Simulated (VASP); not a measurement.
# HfC (rocksalt type) (Fm-3m) in VASP: further runs, part 2 of 2

VASP 6.6.1.

### Step 3. Relaxation of cell and atoms, PBE, target pressure 280 GPa, at which the enthalpy is minimised

File INCAR:

```
PREC = Accurate ; ENCUT = 600
EDIFF = 1E-6 ; ISMEAR = -1
SIGMA = 0.05 ; LREAL = False
LASPH = True ; NELM = 60
ALGO = Normal ; ISIF = 3
LWAVE = False ; LCHARG = False
GGA = PE ; IBRION = 2
NSW = 32 ; EDIFFG = -0.005
PSTRESS = 2800.0
```

File KPOINTS:

```
Automatic mesh
0
Gamma
  18 18 18
```

File POSCAR:

```
HfC
1.0
    0.0000000000      1.9840823999      1.9840823999
    1.9840823999      0.0000000000      1.9840823999
    1.9840823999      1.9840823999      0.0000000000
Hf C
1 1
Direct
    0.0000000000      0.0000000000      0.0000000000
    0.5000000000      0.5000000000      0.5000000000
```

Potentials or basis: VASP PAW PBE potentials, release 64 (Hf_pv, C).

Command:

```console
$ cat potpaw_PBE.64/Hf_pv/POTCAR potpaw_PBE.64/C/POTCAR > POTCAR
$ mpirun -np 1 vasp_std > vasp.out
```

OUTCAR:

```text
PREC = Accurate
   ENCUT = 600
   EDIFF = 1E-6
   ISMEAR = -1
   LREAL = False
   LASPH = True
   NELM = 60
   ISIF = 3
   GGA = PE
   IBRION = 2
   NSW = 32
   EDIFFG = -0.005
   PSTRESS = 2800.0

 ion  position               nearest neighbor table
   1  0.000  0.000  0.000-   2 1.98   2 1.98   2 1.98   2 1.98   2 1.98   2 1.98
   2  0.500  0.500  0.500-   1 1.98   1 1.98   1 1.98   1 1.98   1 1.98   1 1.98

  LATTYP: Found a face centered cubic cell.
 ALAT       =     3.9681647998

  Lattice vectors:

 A1 = (   0.0000000000,   1.9840823999,   1.9840823999)
 A2 = (   1.9840823999,   0.0000000000,   1.9840823999)
 A3 = (   1.9840823999,   1.9840823999,   0.0000000000)

Analysis of symmetry for initial positions (statically):
=====================================================================
 Subroutine PRICEL returns:
 Original cell was already a primitive cell.

 Routine SETGRP: Setting up the symmetry group for a
 face centered cubic supercell.

 Subroutine GETGRP returns: Found 48 space group operations
 (whereof 48 operations were pure point group operations)
 out of a pool of 48 trial point group operations.

The static configuration has the point symmetry O_h .

Analysis of symmetry for dynamics (positions and initial velocities):
=====================================================================
 Subroutine PRICEL returns:
 Original cell was already a primitive cell.

 Routine SETGRP: Setting up the symmetry group for a
 face centered cubic supercell.

 Subroutine GETGRP returns: Found 48 space group operations
 (whereof 48 operations were pure point group operations)
 out of a pool of 48 trial point group operations.

The dynamic configuration has the point symmetry O_h .

 Subroutine INISYM returns: Found 48 space group operations
 (whereof 48 operations are pure point group operations),
 and found     1 'primitive' translations

[... 131 lines left out ...]

--------------------------------------- Ionic step        1  -------------------------------------------

 number of electron      14.0000000 magnetization

 Free energy of the ion-electron system (eV)
  ---------------------------------------------------
  ext. energy  EPLUGINS =         0.00000000
  ---------------------------------------------------
  free energy    TOTEN  =       -15.26593553 eV

  energy without entropy =      -15.26426332  energy(sigma->0) =      -15.26509943

------------------------ aborting loop because EDIFF is reached ----------------------------------------

  FORCE on cell =-STRESS in cart. coord.  units (eV):
  Direction    XX          YY          ZZ          XY          YZ          ZX
  --------------------------------------------------------------------------------------
  -------------------------------------------------------------------------------------
  Total       28.1990736     28.1990736     28.1990736      0.0000000      0.0000000      0.0000000
  in kB     2892.2532195   2892.2532195   2892.2532195      0.0000000      0.0000000      0.0000000
  external PRESSURE =      92.2532195 kB  Pullay stress =    2800.0000000 kB
[... 25 lines left out ...]
--------------------------------------- Ionic step        2  -------------------------------------------

 number of electron      14.0000000 magnetization

 E-fermi :   9.7489     XC(G=0): -14.4608

 val. band max:        9.6432796751   @ k =   0.3333   0.3333   0.0000
 cond. band min:       9.8017117579   @ k =   0.0556   0.0000   0.0000
 fundamental gap:      0.1584320829
 Fermi energy:         9.7489106308

 k-point     1 :       0.0000    0.0000    0.0000
  band No.  band energies     occupation
      1     -18.0149      2.00000
      2     -18.0149      2.00000
      3     -18.0149      2.00000
      4      -4.6161      2.00000
      5      10.8225      0.00000
      6      10.8225      0.00000
      7      10.8225      0.00000
      8      10.8476      0.00000
      9      10.8476      0.00000
     10      10.8476      0.00000
     11      14.2449      0.00000
[... 393 lines left out ...]
  energy  without entropy=      -15.4931672623  energy(sigma->0) =      -15.49397506

  enthalpy is  TOTEN    =        12.0301169843 eV   P V=       27.5248998451

[... ionic steps 4 to 12 ...]

--------------------------------------- Ionic step       13  -------------------------------------------

 number of electron      14.0000000 magnetization

------------------------ aborting loop because EDIFF is reached ----------------------------------------
[... 71 lines left out ...]
--------------------------------------- Ionic step       15  -------------------------------------------

 number of electron      14.0000000 magnetization

 Free energy of the ion-electron system (eV)
  ---------------------------------------------------
  ext. energy  EPLUGINS =         0.00000000
  ---------------------------------------------------
  free energy    TOTEN  =       -15.48649796 eV

  energy without entropy =      -15.48488020  energy(sigma->0) =      -15.48568908

 E-fermi :  10.3830     XC(G=0): -14.7821

 val. band max:       10.3720373699   @ k =  -0.4444   0.5000   0.0556
 cond. band min:      10.4253851091   @ k =   0.2778   0.2222   0.0556
 fundamental gap:      0.0533477392
 Fermi energy:        10.3830013929

 k-point     1 :       0.0000    0.0000    0.0000
  band No.  band energies     occupation
      1     -17.1833      2.00000
      2     -17.1833      2.00000
      3     -17.1833      2.00000
      4      -4.2192      2.00000
      5      11.3263      0.00000
      6      11.3263      0.00000
      7      11.3263      0.00000
      8      11.4754      0.00000
      9      11.4754      0.00000
     10      11.4754      0.00000
     11      14.9918      0.00000
[... 355 lines left out ...]
  energy  without entropy=      -15.4848801989  energy(sigma->0) =      -15.48568908

  enthalpy is  TOTEN    =        12.0301132906 eV   P V=       27.5166112497

 reached required accuracy - stopping structural energy minimisation
```

OSZICAR:

```text
N       E                     dE             d eps       ncg     rms          rms(c)
DAV:   1     0.375725037561E+02    0.37573E+02   -0.89556E+03  4314   0.146E+03
DAV:   2    -0.167992361778E+02   -0.54372E+02   -0.51837E+02  5522   0.255E+02
[... 71 lines left out ...]
DAV:   1    -0.154857378100E+02   -0.38012E-03   -0.16778E-07  2154   0.476E-03    0.360E-03
DAV:   2    -0.154857377909E+02    0.19091E-07   -0.14733E-08  2154   0.144E-03
  14 F= 0.12030114E+02 E0= 0.12030922E+02  d E =-.244140E-06
       N       E                     dE             d eps       ncg     rms          rms(c)
DAV:   1    -0.154864980036E+02   -0.76019E-03   -0.67108E-07  2154   0.952E-03    0.720E-03
DAV:   2    -0.154864979592E+02    0.44462E-07   -0.58929E-08  2154   0.287E-03
  15 F= 0.12030113E+02 E0= 0.12030922E+02  d E =-.464080E-06
```

CONTCAR:

```text
HfC
   1.00000000000000
     0.0000000000000000    1.9893254308668595    1.9893254308668595
     1.9893254308668611   -0.0000000000000000    1.9893254308668595
     1.9893254308668611    1.9893254308668595   -0.0000000000000000
  Hf              C
     1     1
Direct
     0.0000000000000000    0.0000000000000000    0.0000000000000000
     0.5000000000000000    0.5000000000000000    0.5000000000000000

  0.00000000E+00  0.00000000E+00  0.00000000E+00
  0.00000000E+00  0.00000000E+00  0.00000000E+00
```

Run time: 4.1 min. Hardware: 1 thread of AMD EPYC 7R43 (Zen 3), shared host; peak memory 0.15 GiB.

What came out:

```yaml
Free_energy: -15.4865 eV
Relaxed_volume: 7.87 Å³/atom
Relaxed_cell: a = 2.813 Å, b = 2.813 Å, c = 2.813 Å, α = 60.00°, β = 60.00°, γ = 60.00°
Space_group_after_relaxing_to_0.05_Å: Fm-3m (No. 225)
Energy_change_on_relaxing_the_enthalpy_is_what_falls: -110.3 meV/atom
Ionic_steps: 15
Pressure_after_relaxing: 280.1 GPa
Band_gap_on_the_k_mesh: zero (band 7 reaches 11.33 eV, above the bottom of band 8 at 9.79 eV)
```

Step by step:
```csv
step,energy change (eV),largest force (eV/Å),pressure (GPa),volume (Å³)
1,0.0000,0.0000,289.23,15.62
2,-1.6434,0.0000,220.55,16.66
3,-0.2288,0.0000,279.73,15.75
4,-0.2225,0.0000,279.90,15.75
5,-0.2181,0.0000,280.12,15.74
6,-0.2183,0.0000,280.18,15.74
7,-0.2190,0.0000,280.15,15.74
8,-0.2191,0.0000,280.14,15.74
9,-0.2191,0.0000,280.14,15.74
10,-0.2191,0.0000,280.14,15.74
11,-0.2191,0.0000,280.14,15.74
12,-0.2192,0.0000,280.14,15.74
13,-0.2194,0.0000,280.13,15.74
14,-0.2198,0.0000,280.12,15.74
15,-0.2206,0.0000,280.09,15.75
```

Final structure:
```xyz
2
Lattice="0.0000 1.9893 1.9893 1.9893 0.0000 1.9893 1.9893 1.9893 0.0000" Properties=species:S:1:pos:R:3 pbc="T T T"
Hf    0.0000    0.0000    0.0000
C     1.9893    1.9893    1.9893
```

Levels at points of the mesh, in eV from the Fermi level:
```csv
k point,band 3,band 4,band 5,band 6,band 7,band 8,band 9,band 10,band 11
"(0.00, 0.00, 0.00)",-27.57,-14.60,0.94,0.94,0.94,1.09,1.09,1.09,4.61
"(0.50, 0.00, 0.00)",-27.82,-8.77,-6.90,-5.38,-5.38,8.17,8.17,9.00,9.05
"(0.50, 0.50, 0.00)",-28.67,-13.29,-4.30,-0.82,0.79,0.79,8.20,10.99,10.99
```

Caveat: the cell is relaxed towards a set pressure, so the enthalpy falls and the energy may rise; spin-orbit coupling is left out, which moves the levels of the heavy elements.
